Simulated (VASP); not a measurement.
# SbBr (Pm-3m) in VASP: further runs

Runs on SbBr. Level: PBE. Tasks: single point.

Program: VASP 6.6.1. These are calculated values, not measurements. Logs are shortened: lines on timing, memory, paths and dates and some standing lists are left out, and cuts for length are marked.

## Step 1: The cell of the first run

The structure is cubic, space group Pm-3m (No. 221). The conventional cell has a = 3.770 Å, b = 3.770 Å, c = 3.770 Å, α = 90.00°, β = 90.00°, γ = 90.00°. Within 4.3 Å of Sb (site symmetry m-3m) lie 8 Br at 3.27 Å and 6 Sb at 3.77 Å. Within 4.3 Å of Br (site symmetry m-3m) lie 8 Sb at 3.27 Å and 6 Br at 3.77 Å.

The cell was generated, and may not be a known phase.

## Step 2: Single point, PBE

INCAR

```
SYSTEM = SbBr
PREC = Accurate ; ENCUT = 500
EDIFF = 1E-6 ; ISMEAR = 0
SIGMA = 0.1 ; LREAL = .FALSE.
LASPH = .TRUE. ; NELM = 120
ALGO = Normal ; ISIF = 2
LWAVE = .FALSE. ; LCHARG = .FALSE.
GGA = PE ; NBANDS = 13
GGA_COMPAT = .FALSE.
```

KPOINTS

```
regular mesh
0
G
  4 4 4
  0 0 0
```

POSCAR

```
SbBr
1.0
    3.7703903361      0.0000000000      0.0000000000
    0.0000000000      3.7703903361      0.0000000000
    0.0000000000      0.0000000000      3.7703903361
Sb Br
1 1
Direct
    0.5000000000      0.5000000000      0.5000000000
    0.0000000000      0.0000000000      0.0000000000
```

Potentials or basis: VASP PAW PBE potentials, release 64 (Sb, Br).

The run is started by

```sh
cat potpaw_PBE.64/Sb/POTCAR potpaw_PBE.64/Br/POTCAR > POTCAR
mpirun -np 1 vasp_std > vasp.out
```

OUTCAR:

```text
SYSTEM = SbBr
   PREC = Accurate
   ENCUT = 500
   EDIFF = 1E-6
   ISMEAR = 0
   LREAL = .FALSE.
   LASPH = .TRUE.
   NELM = 120
   ISIF = 2
   GGA = PE

 ion  position               nearest neighbor table
   1  0.500  0.500  0.500-   2 3.27   2 3.27   2 3.27   2 3.27   2 3.27   2 3.27   2 3.27   2 3.27

   2  0.000  0.000  0.000-   1 3.27   1 3.27   1 3.27   1 3.27   1 3.27   1 3.27   1 3.27   1 3.27

  LATTYP: Found a simple cubic cell.
 ALAT       =     3.7703903361

  Lattice vectors:

 A1 = (   3.7703903361,   0.0000000000,   0.0000000000)
 A2 = (   0.0000000000,   3.7703903361,   0.0000000000)
 A3 = (   0.0000000000,   0.0000000000,   3.7703903361)

Analysis of symmetry for initial positions (statically):
=====================================================================
 Subroutine PRICEL returns:
 Original cell was already a primitive cell.

 Routine SETGRP: Setting up the symmetry group for a
 simple cubic supercell.

 Subroutine GETGRP returns: Found 48 space group operations
 (whereof 48 operations were pure point group operations)
 out of a pool of 48 trial point group operations.

The static configuration has the point symmetry O_h .

Analysis of symmetry for dynamics (positions and initial velocities):
=====================================================================
 Subroutine PRICEL returns:
 Original cell was already a primitive cell.

 Routine SETGRP: Setting up the symmetry group for a
 simple cubic supercell.

 Subroutine GETGRP returns: Found 48 space group operations
 (whereof 48 operations were pure point group operations)
 out of a pool of 48 trial point group operations.

The dynamic configuration has the point symmetry O_h .

 Subroutine INISYM returns: Found 48 space group operations
 (whereof 48 operations are pure point group operations),
 and found     1 'primitive' translations

----------------------------------------------------------------------------------------

                                     Primitive cell

  volume of cell :      53.5993

  direct lattice vectors                    reciprocal lattice vectors
     3.770390336  0.000000000  0.000000000     0.265224529  0.000000000  0.000000000
     0.000000000  3.770390336  0.000000000     0.000000000  0.265224529  0.000000000
     0.000000000  0.000000000  3.770390336     0.000000000  0.000000000  0.265224529

  length of vectors
     3.770390336  3.770390336  3.770390336     0.265224529  0.265224529  0.265224529

  position of ions in fractional coordinates (direct lattice)
     0.500000000  0.500000000  0.500000000
     0.000000000  0.000000000  0.000000000

  ion indices of the primitive-cell ions
   primitive index   ion index
                 1           1
                 2           2

----------------------------------------------------------------------------------------

 KPOINTS: regular mesh

Automatic generation of k-mesh.
 Grid dimensions read from file:
 generate k-points for:    4    4    4

 Generating k-lattice:

  Cartesian coordinates                     Fractional coordinates (reciprocal lattice)
     0.066306132  0.000000000  0.000000000     0.250000000  0.000000000  0.000000000
     0.000000000  0.066306132  0.000000000     0.000000000  0.250000000  0.000000000
     0.000000000  0.000000000  0.066306132     0.000000000  0.000000000  0.250000000

  Length of vectors
     0.066306132  0.066306132  0.066306132

  Shift w.r.t. Gamma in fractional coordinates (k-lattice)
     0.000000000  0.000000000  0.000000000

 Subroutine IBZKPT returns following result:
 ===========================================

 Found     10 irreducible k-points:

 Following reciprocal coordinates:
            Coordinates               Weight
  0.000000  0.000000  0.000000      1.000000
  0.250000  0.000000  0.000000      6.000000
  0.500000  0.000000  0.000000      3.000000
  0.250000  0.250000  0.000000     12.000000
  0.500000  0.250000  0.000000     12.000000
  0.500000  0.500000  0.000000      3.000000
  0.250000  0.250000  0.250000      8.000000
  0.500000  0.250000  0.250000     12.000000
  0.500000  0.500000  0.250000      6.000000
  0.500000  0.500000  0.500000      1.000000
   k-points           NKPTS =     10   k-points in BZ     NKDIM =     10   number of bands    NBANDS=     13
   number of dos      NEDOS =    301   number of ions     NIONS =      2
   total plane-waves  NPLWV =  21952
   dimension x,y,z NGX =    28 NGY =   28 NGZ =   28
   dimension x,y,z NGXF=    56 NGYF=   56 NGZF=   56
   ions per type =               1   1
   NGX,Y,Z   is equivalent  to a cutoff of  12.35, 12.35, 12.35 a.u.
   NGXF,Y,Z  is equivalent  to a cutoff of  24.69, 24.69, 24.69 a.u.
 SYSTEM =  SbBr
   PREC   = accura    normal or accurate (medium, high low for compatibility)
   ISTART =      0    job   : 0-new  1-cont  2-samecut
   ICHARG =      2    charge: 1-file 2-atom 10-const
   ISPIN  =      1    spin polarized calculation?
   LNONCOLLINEAR =      F non collinear calculations
   LSORBIT =      F    spin-orbit coupling
   LASPH  =      T    aspherical Exc in radial PAW
   ENCUT  =  500.0 eV  36.75 Ry    6.06 a.u.   6.87  6.87  6.87*2*pi/ulx,y,z
   NELM   =    120;   NELMIN=  2; NELMDL= -5     # of ELM steps
   EDIFF  = 0.1E-05   stopping-criterion for ELM
   LREAL  =      F    real-space projection
   EDIFFG = 0.1E-04   stopping-criterion for IOM
   NSW    =      0    number of steps for IOM
   IBRION =     -1    ionic relax: 0-MD 1-quasi-New 2-CG
   NFREE  =      0    steps in history (QN), initial steepest desc. (CG)
   ISIF   =      2    stress and relaxation
   ISYM   =      2    0-nonsym 1-usesym 2-fastsym
   POTIM  = 0.5000    time-step for ionic-motion
   TEBEG  =    0.0;   TEEND  =   0.0 temperature during run
   PSTRESS=    0.0 pullay stress
   NELECT =      12.0000    total number of electrons
   NUPDOWN=      -1.0000    fix difference up-down
   EMIN   =  10.00;   EMAX   =-10.00  energy-range for DOS
   EFERMI =   0.00;   METHOD = LEGACY
   ISMEAR =     0;   SIGMA  =   0.10  broadening in eV -4-tet -1-fermi 0-gaus
   EFERMI_NEDOS =   21; number of points for ismear=-14 and -15
   IALGO  =     38    algorithm
   IMIX   =      4    mixing-type and parameters
     AMIX     =   0.40;   BMIX     =  1.00
     AMIX_MAG =   1.60;   BMIX_MAG =  1.00
  volume/ion in A,a.u.               =      26.80       180.85
  Fermi-wavevector in a.u.,A,eV,Ry     =   0.994067  1.878514 13.444855  0.988169
  Thomas-Fermi vector in A             =   2.125992
   LORBIT       =      0    0 simple, 1 ext, 2 COOP (PROOUT), +10 PAW based schemes
   GGA     = PE    functional components
   LHFCALC =     F    Hartree Fock is set to
   AEXX    =    0.0000 exact exchange contribution
   IVDW    =     0    specifies the selected vdW correction
   LEPSILON=     F    determine dielectric tensor
   LRPA    =     F    only Hartree local field effects (RPA)
 non-spin polarized calculation
 Gauss-broadening in eV      SIGMA  =   0.10
  energy-cutoff  :      500.00
  volume of cell :       53.60
 maximum number of plane-waves:      1406
 NGX is ok and might be reduce to    28
   NGX = 13   NGY = 13   NGZ = 13

 number of electron      11.9999995 magnetization

 Free energy of the ion-electron system (eV)
  ---------------------------------------------------
  ext. energy  EPLUGINS =         0.00000000
  ---------------------------------------------------
  free energy    TOTEN  =        -5.22553386 eV

  energy without entropy =       -5.21501317  energy(sigma->0) =       -5.22027352

 E-fermi :   6.0553     XC(G=0):  -9.7857

 val. band max:        5.8891749352   @ k =   0.5000   0.2500   0.0000
 cond. band min:       6.0842600422   @ k =   0.5000   0.2500   0.2500
 fundamental gap:      0.1950851070
 Fermi energy:         6.0553337783

 k-point     1 :       0.0000    0.0000    0.0000
  band No.  band energies     occupation
      1     -10.3617      2.00000
      2      -3.1035      2.00000
      3       2.2141      2.00000
      4       2.2141      2.00000
      5       2.2141      2.00000
      6       8.7334      0.00000
      7       8.7334      0.00000
      8       8.7334      0.00000
      9       9.6692      0.00000
     10       9.6692      0.00000
     11      15.2333      0.00000
     12      16.5846      0.00000
     13      16.5846      0.00000

 k-point     2 :       0.2500    0.0000    0.0000
  band No.  band energies     occupation
      1     -10.1416      2.00000
      2      -3.5819      2.00000
      3       2.2291      2.00000
      4       2.5727      2.00000
      5       2.5727      2.00000
      6       6.2509      0.00569
      7       7.9236      0.00000
      8       7.9236      0.00000
      9      10.2712      0.00000
     10      12.5167      0.00000
     11      15.0777      0.00000
     12      16.2929      0.00000
     13      16.2929      0.00000

 k-point     3 :       0.5000    0.0000    0.0000
  band No.  band energies     occupation
      1      -9.8887      2.00000
      2      -4.1314      2.00000
      3       3.0421      2.00000
      4       3.0421      2.00000
      5       3.2894      2.00000
      6       3.8031      2.00000
      7       7.0245      0.00000
      8       7.0245      0.00000
      9      11.9737      0.00000
     10      12.1869      0.00000
     11      16.3784      0.00000
     12      17.2034      0.00000
     13      17.2034      0.00000
[... 81 lines left out ...]
 k-point     9 :       0.5000    0.5000    0.2500
  band No.  band energies     occupation
      1      -9.4909      2.00000
      2      -2.2963      2.00000
      3       0.4512      2.00000
      4       0.4512      2.00000
      5       2.2346      2.00000
      6       5.4329      2.00000
      7       5.4583      2.00000
      8       5.4583      2.00000
      9      13.3935      0.00000
     10      14.9807      0.00000
     11      14.9807      0.00000
     12      16.6647      0.00000
     13      20.5720      0.00000

 k-point    10 :       0.5000    0.5000    0.5000
  band No.  band energies     occupation
      1      -9.3814      2.00000
      2      -1.7539      2.00000
      3       1.4024      2.00000
      4       1.4024      2.00000
      5       1.4024      2.00000
      6       3.6546      2.00000
      7       3.6546      2.00000
      8       3.6546      2.00000
      9      16.4004      0.00000
     10      16.4004      0.00000
     11      16.4004      0.00000
     12      20.7124      0.00000
     13      20.7124      0.00000

------------------------ aborting loop because EDIFF is reached ----------------------------------------

  FORCE on cell =-STRESS in cart. coord.  units (eV):
  Direction    XX          YY          ZZ          XY          YZ          ZX
  --------------------------------------------------------------------------------------
  -------------------------------------------------------------------------------------
  Total       -0.0392402     -0.0392402     -0.0392402      0.0000000      0.0000000      0.0000000
  in kB       -1.1729582     -1.1729582     -1.1729582      0.0000000      0.0000000      0.0000000
  external PRESSURE =      -1.1729582 kB  Pullay stress =       0.0000000 kB

 VOLUME and BASIS-vectors are now :
 -----------------------------------------------------------------------------
  energy-cutoff  :      500.00
  volume of cell :       53.60
      direct lattice vectors                 reciprocal lattice vectors
     3.770390336  0.000000000  0.000000000     0.265224529  0.000000000  0.000000000
     0.000000000  3.770390336  0.000000000     0.000000000  0.265224529  0.000000000
     0.000000000  0.000000000  3.770390336     0.000000000  0.000000000  0.265224529

 POSITION                                       TOTAL-FORCE (eV/Angst)
 -----------------------------------------------------------------------------------
      1.88520      1.88520      1.88520         0.000000      0.000000      0.000000
      0.00000      0.00000      0.00000         0.000000      0.000000      0.000000
 -----------------------------------------------------------------------------------
    total drift:                               -0.000000      0.000000      0.000000

  FREE ENERGIE OF THE ION-ELECTRON SYSTEM (eV)
  ---------------------------------------------------
  free  energy   TOTEN  =        -5.2255338601 eV

  energy  without entropy=       -5.2150131732  energy(sigma->0) =       -5.22027352
```

Run time: 12 s. Hardware: 1 thread of Intel Xeon 8259CL, shared host; peak memory 0.15 GiB.

What came out:

```
Free energy            : -5.2255 eV
Pressure               : -0.1 GPa
Band gap on the k mesh : zero (bands 6 and 7 overlap by 5.08 eV)
```

Caveat: the k points lie up to 0.42 Å⁻¹ apart, too coarse for converged energies and pressures of a metal; spin-orbit coupling is left out, which moves the levels of the heavy elements.

## Step 3: Single point, PBE

This run uses another cell than the first one, of 39.09 Å³/atom.

INCAR

```
PREC = Accurate
ENCUT = 500
EDIFF = 1E-6
ISMEAR = 0
SIGMA = 0.1
LREAL = F
LASPH = T
NELM = 120
ALGO = Normal
ISIF = 2
LWAVE = F
LCHARG = F
GGA = PE
NBANDS = 13
GGA_COMPAT = F
```

KPOINTS

```
Automatic mesh
0
Gamma
  4 4 4
```

POSCAR

```
SbBr
1.0
    4.2759110300      0.0000000000      0.0000000000
    0.0000000000      4.2759110300      0.0000000000
    0.0000000000      0.0000000000      4.2759110300
Sb Br
1 1
Direct
    0.5000000000      0.5000000000      0.5000000000
    0.0000000000      0.0000000000      0.0000000000
```

Potentials or basis: VASP PAW PBE potentials, release 64 (Sb, Br).

The run is started by

```sh
cat potpaw_PBE.64/Sb/POTCAR potpaw_PBE.64/Br/POTCAR > POTCAR
mpirun -np 1 vasp_std > vasp.out
```

Wall time 12 s (1 thread of Intel Xeon 8259CL, shared host); peak memory 0.18 GiB.

Results (log left out):

```yaml
Free_energy: -4.4650 eV
Pressure: -6.6 GPa
Band_gap_on_the_k_mesh: zero (bands 6 and 7 overlap by 2.60 eV)
```

Levels at points of the mesh, in eV from the Fermi level:
```csv
k point,band 3,band 4,band 5,band 6,band 7,band 8,band 9,band 10
"(0.00, 0.00, 0.00)",-2.38,-2.38,-2.38,1.52,1.52,1.52,4.89,4.89
"(0.50, 0.00, 0.00)",-2.30,-1.93,-1.93,-1.36,0.82,0.82,6.54,7.13
"(0.50, 0.50, 0.00)",-3.68,-3.68,-1.79,0.70,0.70,1.24,5.33,6.35
"(0.50, 0.50, 0.50)",-2.76,-2.76,-2.76,-1.08,-1.08,-1.08,8.62,8.62
```

Caveat: the k points lie up to 0.37 Å⁻¹ apart, too coarse for converged energies and pressures of a metal; spin-orbit coupling is left out, which moves the levels of the heavy elements.

The gap in the log of VASP goes by the Fermi energy; the results here count the filled bands.